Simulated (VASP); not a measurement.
# Al3Ru2N (R-3m) in VASP: single point with PBE

Aim: the single point of Al3Ru2N with PBE.

All numbers are computed with VASP 6.6.1; they aren't measurements. Logs are shortened: lines on timing, memory, paths and dates and some standing lists are left out, and cuts for length are marked.

## 1. The cell of the first run

Symmetry: R-3m, No. 166, trigonal system. Conventional cell: a = 5.259 Å, b = 5.259 Å, c = 9.676 Å, α = 90.00°, β = 90.00°, γ = 120.00°. Within 3.0 Å of Al (site symmetry 2/m) lie 2 N at 2.21 Å and 6 Ru at 2.47 to 2.92 Å and 4 Al at 2.63 Å. Ru (site symmetry 3m) has 9 Al at 2.47 to 2.92 Å and 4 Ru at 2.56 to 3.11 Å and 3 N at 3.05 Å within 3.3 Å. N (site symmetry -3m) has 6 Al at 2.21 Å within 2.9 Å.

The cell was built from a structure type or drawn by symmetry, and may not be a known phase.

## 2. Single point, PBE, collinear spin, antiferromagnetic start

File INCAR:

```
SYSTEM = Al3Ru2N
PREC     = Accurate       ! precision mode
ENCUT    = 520            ! plane-wave cutoff, eV
EDIFF    = 1E-6           ! SCF threshold, eV
ISMEAR   = 0              ! smearing method
SIGMA    = 0.1            ! smearing width, eV
LREAL    = .FALSE.        ! projectors in reciprocal space
LASPH    = .TRUE.         ! aspherical terms in the spheres
NELM     = 150            ! most SCF steps
ALGO     = Normal         ! electronic algorithm
ISIF     = 2              ! what is computed and relaxed
LWAVE    = .FALSE.        ! write WAVECAR
LCHARG   = .FALSE.        ! write CHGCAR
ISPIN    = 2              ! spin polarisation
MAGMOM   = 0 0 0 -1 1 0   ! initial moments
LORBIT   = 11             ! projections on sites
LMAXMIX  = 4              ! l up to which the mixer works
GGA      = PE             ! functional
NBANDS   = 34             ! bands
```

File KPOINTS:

```
regular mesh
0
G
  6 6 6
  0 0 0
```

File POSCAR:

```
Al3Ru2N
1.0
    2.6296077159      1.5182047227      3.2254131242
   -2.6296077159      1.5182047227      3.2254131242
    0.0000000000     -3.0364094453      3.2254131242
Al Ru N
3 2 1
Direct
   -0.0000012335      0.4999996520      0.4999996520
    0.4999996520     -0.0000012335      0.4999996520
    0.4999996520      0.4999996520     -0.0000012335
    0.1322481271      0.1322481271      0.1322481271
    0.8677515820      0.8677515820      0.8677515820
    0.5000022206      0.5000022206      0.5000022206
```

Potentials or basis: VASP PAW PBE potentials, release 64 (Al, Ru_pv, N).

Command:

```
> cat potpaw_PBE.64/Al/POTCAR potpaw_PBE.64/Ru_pv/POTCAR potpaw_PBE.64/N/POTCAR > POTCAR
> mpirun -np 1 vasp_std > vasp.out
```

OUTCAR:

```text
SYSTEM = Al3Ru2N
   PREC = Accurate
   ENCUT = 520
   EDIFF = 1E-6
   ISMEAR = 0
   LREAL = .FALSE.
   LASPH = .TRUE.
   NELM = 150
   ISIF = 2
   ISPIN = 2
   LORBIT = 11
   GGA = PE

 ion  position               nearest neighbor table
   1  1.000  0.500  0.500-   6 2.21   6 2.21   4 2.47   5 2.47   2 2.63   3 2.63   2 2.63   3 2.63
                             5 2.92   5 2.92   4 2.92   4 2.92
   2  0.500  1.000  0.500-   6 2.21   6 2.21   4 2.47   5 2.47   1 2.63   3 2.63   1 2.63   3 2.63
                             5 2.92   5 2.92   4 2.92   4 2.92
   3  0.500  0.500  1.000-   6 2.21   6 2.21   4 2.47   5 2.47   2 2.63   1 2.63   2 2.63   1 2.63
                             5 2.92   5 2.92   4 2.92   4 2.92
   4  0.132  0.132  0.132-   1 2.47   2 2.47   3 2.47   5 2.56   3 2.92   3 2.92   1 2.92   2 2.92
                             2 2.92   1 2.92   5 3.11   5 3.11   5 3.11
   5  0.868  0.868  0.868-   1 2.47   2 2.47   3 2.47   4 2.56   3 2.92   3 2.92   1 2.92   2 2.92
                             1 2.92   2 2.92   4 3.11   4 3.11   4 3.11
   6  0.500  0.500  0.500-   3 2.21   2 2.21   1 2.21   3 2.21   2 2.21   1 2.21

  LATTYP: Found a trigonal (rhomboedric) cell.
 ALAT       =     4.4297936906
 COS(alpha) =     0.2952340296

  Lattice vectors:

 A1 = (   2.6296077159,   1.5182047227,   3.2254131242)
 A2 = (  -2.6296077159,   1.5182047227,   3.2254131242)
 A3 = (   0.0000000000,  -3.0364094453,   3.2254131242)

Analysis of symmetry for initial positions (statically):
=====================================================================
 Subroutine PRICEL returns:
 Original cell was already a primitive cell.

 Routine SETGRP: Setting up the symmetry group for a
 trigonal (rhombohedral) supercell.

 Subroutine GETGRP returns: Found 12 space group operations
 (whereof 12 operations were pure point group operations)
 out of a pool of 12 trial point group operations.

The static configuration has the point symmetry D_3d.

Analysis of symmetry for dynamics (positions and initial velocities):
=====================================================================
 Subroutine PRICEL returns:
 Original cell was already a primitive cell.

 Routine SETGRP: Setting up the symmetry group for a
 trigonal (rhombohedral) supercell.

 Subroutine GETGRP returns: Found 12 space group operations
 (whereof 12 operations were pure point group operations)
 out of a pool of 12 trial point group operations.

The dynamic configuration has the point symmetry D_3d.

Analysis of structural, dynamic, and magnetic symmetry:
=====================================================================
 Subroutine PRICEL returns:
 Original cell was already a primitive cell.

 Routine SETGRP: Setting up the symmetry group for a
 trigonal (rhombohedral) supercell.

 Subroutine GETGRP returns: Found 12 space group operations
 (whereof 12 operations were pure point group operations)
 out of a pool of 12 trial point group operations.

The overall configuration has the point symmetry D_3d.

 Subroutine INISYM returns: Found 12 space group operations
 (whereof 12 operations are pure point group operations),
 and found     1 'primitive' translations

----------------------------------------------------------------------------------------

                                     Primitive cell

  volume of cell :      77.2606

  direct lattice vectors                    reciprocal lattice vectors
     2.629607716  1.518204723  3.225413124     0.190142430  0.109778783  0.103345934
    -2.629607716  1.518204723  3.225413124    -0.190142430  0.109778783  0.103345934
     0.000000000 -3.036409445  3.225413124     0.000000000 -0.219557566  0.103345934

  length of vectors
     4.429793691  4.429793691  4.429793691     0.242664185  0.242664185  0.242664185

  position of ions in fractional coordinates (direct lattice)
     0.999998766  0.499999652  0.499999652
     0.499999652  0.999998766  0.499999652
     0.499999652  0.499999652  0.999998766
     0.132248127  0.132248127  0.132248127
     0.867751582  0.867751582  0.867751582
     0.500002221  0.500002221  0.500002221

  ion indices of the primitive-cell ions
   primitive index   ion index
                 1           1
                 2           2
                 3           3
                 4           4
                 5           5
                 6           6

----------------------------------------------------------------------------------------

 KPOINTS: regular mesh

Automatic generation of k-mesh.
 Grid dimensions read from file:
 generate k-points for:    6    6    6

 Generating k-lattice:

  Cartesian coordinates                     Fractional coordinates (reciprocal lattice)
     0.031690405  0.018296464  0.017224322     0.166666667 -0.000000000  0.000000000
    -0.031690405  0.018296464  0.017224322    -0.000000000  0.166666667  0.000000000
     0.000000000 -0.036592928  0.017224322     0.000000000  0.000000000  0.166666667

  Length of vectors
     0.040444031  0.040444031  0.040444031

  Shift w.r.t. Gamma in fractional coordinates (k-lattice)
     0.000000000  0.000000000  0.000000000

 Subroutine IBZKPT returns following result:
 ===========================================

 Found     32 irreducible k-points:

 Following reciprocal coordinates:
            Coordinates               Weight
  0.000000  0.000000  0.000000      1.000000
  0.166667  0.000000 -0.000000      6.000000
  0.333333  0.000000 -0.000000      6.000000
  0.500000  0.000000  0.000000      3.000000
  0.166667  0.166667 -0.000000      6.000000
  0.333333  0.166667 -0.000000     12.000000
[... 16 lines left out ...]
  0.500000  0.500000  0.166667      6.000000
 -0.333333  0.500000  0.166667     12.000000
 [... further k-points ...]
   k-points           NKPTS =     32   k-points in BZ     NKDIM =     32   number of bands    NBANDS=     34
   number of dos      NEDOS =    301   number of ions     NIONS =      6
   total plane-waves  NPLWV =  46656
   dimension x,y,z NGX =    36 NGY =   36 NGZ =   36
   dimension x,y,z NGXF=    72 NGYF=   72 NGZF=   72
   ions per type =               3   2   1
   NGX,Y,Z   is equivalent  to a cutoff of  13.51, 13.51, 13.51 a.u.
   NGXF,Y,Z  is equivalent  to a cutoff of  27.02, 27.02, 27.02 a.u.
 SYSTEM =  Al3Ru2N
   PREC   = accura    normal or accurate (medium, high low for compatibility)
   ISTART =      0    job   : 0-new  1-cont  2-samecut
   ICHARG =      2    charge: 1-file 2-atom 10-const
   ISPIN  =      2    spin polarized calculation?
   LNONCOLLINEAR =      F non collinear calculations
   LSORBIT =      F    spin-orbit coupling
   LASPH  =      T    aspherical Exc in radial PAW
   ENCUT  =  520.0 eV  38.22 Ry    6.18 a.u.   8.24  8.24  8.24*2*pi/ulx,y,z
   NELM   =    150;   NELMIN=  2; NELMDL= -5     # of ELM steps
   EDIFF  = 0.1E-05   stopping-criterion for ELM
   LREAL  =      F    real-space projection
   EDIFFG = 0.1E-04   stopping-criterion for IOM
   NSW    =      0    number of steps for IOM
   IBRION =     -1    ionic relax: 0-MD 1-quasi-New 2-CG
   NFREE  =      0    steps in history (QN), initial steepest desc. (CG)
   ISIF   =      2    stress and relaxation
   ISYM   =      2    0-nonsym 1-usesym 2-fastsym
   POTIM  = 0.5000    time-step for ionic-motion
   TEBEG  =    0.0;   TEEND  =   0.0 temperature during run
   PSTRESS=    0.0 pullay stress
   NELECT =      42.0000    total number of electrons
   NUPDOWN=      -1.0000    fix difference up-down
   EMIN   =  10.00;   EMAX   =-10.00  energy-range for DOS
   EFERMI =   0.00;   METHOD = LEGACY
   ISMEAR =     0;   SIGMA  =   0.10  broadening in eV -4-tet -1-fermi 0-gaus
   EFERMI_NEDOS =   21; number of points for ismear=-14 and -15
   IALGO  =     38    algorithm
   IMIX   =      4    mixing-type and parameters
     AMIX     =   0.40;   BMIX     =  1.00
     AMIX_MAG =   1.60;   BMIX_MAG =  1.00
  volume/ion in A,a.u.               =      12.88        86.90
  Fermi-wavevector in a.u.,A,eV,Ry     =   1.336099  2.524861 24.288582  1.785160
  Thomas-Fermi vector in A             =   2.464752
   LORBIT       =     11    0 simple, 1 ext, 2 COOP (PROOUT), +10 PAW based schemes
   GGA     = PE    functional components
   LHFCALC =     F    Hartree Fock is set to
   AEXX    =    0.0000 exact exchange contribution
   IVDW    =     0    specifies the selected vdW correction
   LEPSILON=     F    determine dielectric tensor
   LRPA    =     F    only Hartree local field effects (RPA)
 spin polarized calculation
 Gauss-broadening in eV      SIGMA  =   0.10
  energy-cutoff  :      520.00
  volume of cell :       77.26
 maximum number of plane-waves:      2105
 NGX is ok and might be reduce to    36
   NGX = 17   NGY = 17   NGZ = 17

 number of electron      41.9999993 magnetization      -0.0000000

 number of electron      41.9999993 magnetization       0.0000000

 Free energy of the ion-electron system (eV)
  ---------------------------------------------------
  ext. energy  EPLUGINS =         0.00000000
  ---------------------------------------------------
  free energy    TOTEN  =       -37.82658704 eV

  energy without entropy =      -37.79568350  energy(sigma->0) =      -37.81113527

 E-fermi :   9.8122     XC(G=0): -12.0232

 val. band max:        9.8101175423   @ k =  -0.3333   0.5000   0.3333
 cond. band min:       9.8148728254   @ k =   0.1667   0.0000  -0.0000
 fundamental gap:      0.0047552831
 Fermi energy:         9.8122418877

 spin component 1

 k-point     1 :       0.0000    0.0000    0.0000
  band No.  band energies     occupation
      1     -32.5703      1.00000
      2     -32.1747      1.00000
      3     -32.1747      1.00000
      4     -32.1457      1.00000
      5     -32.1412      1.00000
      6     -32.1412      1.00000
[... 25 lines left out ...]
     32      18.4377      0.00000
     33      18.8701      0.00000
[... 797 lines left out ...]
      3     -32.1853      1.00000
      4     -32.1504      1.00000
      5     -32.1217      1.00000
      6     -32.0908      1.00000
[... 25 lines left out ...]
     32      18.3925      0.00000
     33      19.3736      0.00000

 [... further k-points ...]

 spin component 2

 k-point     1 :       0.0000    0.0000    0.0000
  band No.  band energies     occupation
      1     -32.5703      1.00000
      2     -32.1747      1.00000
      3     -32.1747      1.00000
      4     -32.1457      1.00000
      5     -32.1412      1.00000
      6     -32.1412      1.00000
[... 25 lines left out ...]
     32      18.4377      0.00000
     33      18.8701      0.00000
[... 797 lines left out ...]
      3     -32.1853      1.00000
      4     -32.1504      1.00000
      5     -32.1217      1.00000
      6     -32.0908      1.00000
[... 25 lines left out ...]
     32      18.3925      0.00000
     33      19.3736      0.00000

 [... further k-points ...]

 [bands above 33 left out]

------------------------ aborting loop because EDIFF is reached ----------------------------------------

  FORCE on cell =-STRESS in cart. coord.  units (eV):
  Direction    XX          YY          ZZ          XY          YZ          ZX
  --------------------------------------------------------------------------------------
  -------------------------------------------------------------------------------------
  Total        0.0651240      0.0651240     -0.0486711      0.0000000     -0.0000000      0.0000000
  in kB        1.3504982      1.3504982     -1.0093073      0.0000000     -0.0000000      0.0000000
  external PRESSURE =       0.5638964 kB  Pullay stress =       0.0000000 kB

 VOLUME and BASIS-vectors are now :
 -----------------------------------------------------------------------------
  energy-cutoff  :      520.00
  volume of cell :       77.26
      direct lattice vectors                 reciprocal lattice vectors
     2.629607716  1.518204723  3.225413124     0.190142430  0.109778783  0.103345934
    -2.629607716  1.518204723  3.225413124    -0.190142430  0.109778783  0.103345934
     0.000000000 -3.036409445  3.225413124     0.000000000 -0.219557566  0.103345934

 POSITION                                       TOTAL-FORCE (eV/Angst)
 -----------------------------------------------------------------------------------
      1.31480      0.75910      6.45082        -0.000000      0.000000     -0.000000
     -1.31480      0.75910      6.45082         0.000000     -0.000000     -0.000000
      0.00000     -1.51820      6.45082        -0.000000      0.000000     -0.000000
      0.00000      0.00000      1.27966        -0.000000     -0.000000     -0.010293
      0.00000      0.00000      8.39657        -0.000000      0.000000      0.010293
      0.00000      0.00000      4.83814        -0.000000     -0.000000     -0.000000
 -----------------------------------------------------------------------------------
    total drift:                               -0.000000     -0.000000     -0.013808

  FREE ENERGIE OF THE ION-ELECTRON SYSTEM (eV)
  ---------------------------------------------------
  free  energy   TOTEN  =       -37.8265870446 eV

  energy  without entropy=      -37.7956834968  energy(sigma->0) =      -37.81113527

 total charge

# of ion       s       p       d       tot
------------------------------------------
    1        0.390   0.390   0.000   0.780
    2        0.390   0.390   0.000   0.780
    3        0.390   0.390   0.000   0.780
    4        0.319   6.209   6.189  12.716
    5        0.319   6.209   6.189  12.716
    6        1.309   2.288   0.000   3.597
--------------------------------------------------
tot          3.117  15.875  12.377  31.368

 magnetization (x)

# of ion       s       p       d       tot
------------------------------------------
    1        0.000   0.000   0.000   0.000
    2        0.000   0.000   0.000   0.000
    3        0.000   0.000   0.000   0.000
    4       -0.000  -0.000  -0.000  -0.000
    5        0.000   0.000   0.000   0.000
    6        0.000   0.000   0.000   0.000
--------------------------------------------------
tot          0.000   0.000   0.000   0.000
```

Wall time 4.8 min (1 thread of AMD EPYC 7R43 (Zen 3), shared host); peak memory 0.28 GiB.

Results:

```yaml
Free_energy: -37.8266 eV
Pressure: 0.1 GPa
Largest_force: 0.010 eV/Å
Band_gap_on_the_k_mesh: zero (filled and empty bands overlap)
Net_moment: 0.00 μB per cell
Valence_electrons_inside_the_program's_atomic_spheres: Al 0.78; Ru 12.72; N 3.60
```

Forces in eV/Å, atoms in the order of the input:
```
Al   0.000  0.000  0.000
Al   0.000  0.000  0.000
Al   0.000  0.000  0.000
Ru   0.000  0.000 -0.010
Ru   0.000  0.000  0.010
N    0.000  0.000  0.000
```

Stress tensor (GPa, compression positive):
```
 0.14  0.00  0.00
 0.00  0.14  0.00
 0.00  0.00 -0.10
```

Levels at points of the mesh, in eV from the Fermi level:
Spin up:
```csv
k point,band 17,band 18,band 19,band 20,band 21,band 22,band 23,band 24,band 25,band 26
"(0.00, 0.00, 0.00)",-2.06,-0.67,-0.67,0.18,0.18,2.47,2.69,2.69,2.89,4.46
"(0.50, 0.00, 0.00)",-1.79,-1.24,-0.92,-0.72,-0.37,0.49,1.29,3.21,3.39,4.52
"(0.50, 0.50, 0.00)",-2.13,-1.37,-0.89,-0.55,-0.48,0.42,0.84,1.10,3.84,4.58
"(0.50, 0.50, 0.50)",-1.61,-1.27,-1.27,-1.16,0.00,0.00,0.05,0.05,3.03,4.70
```
Spin down:
```csv
k point,band 18,band 19,band 20,band 21,band 22,band 23,band 24,band 25
"(0.00, 0.00, 0.00)",-0.67,-0.67,0.18,0.18,2.47,2.69,2.69,2.89
"(0.50, 0.00, 0.00)",-1.24,-0.92,-0.72,-0.37,0.49,1.29,3.21,3.39
"(0.50, 0.50, 0.00)",-1.37,-0.89,-0.55,-0.48,0.42,0.84,1.10,3.84
"(0.50, 0.50, 0.50)",-1.27,-1.27,-1.16,0.00,0.00,0.05,0.05,3.03
```
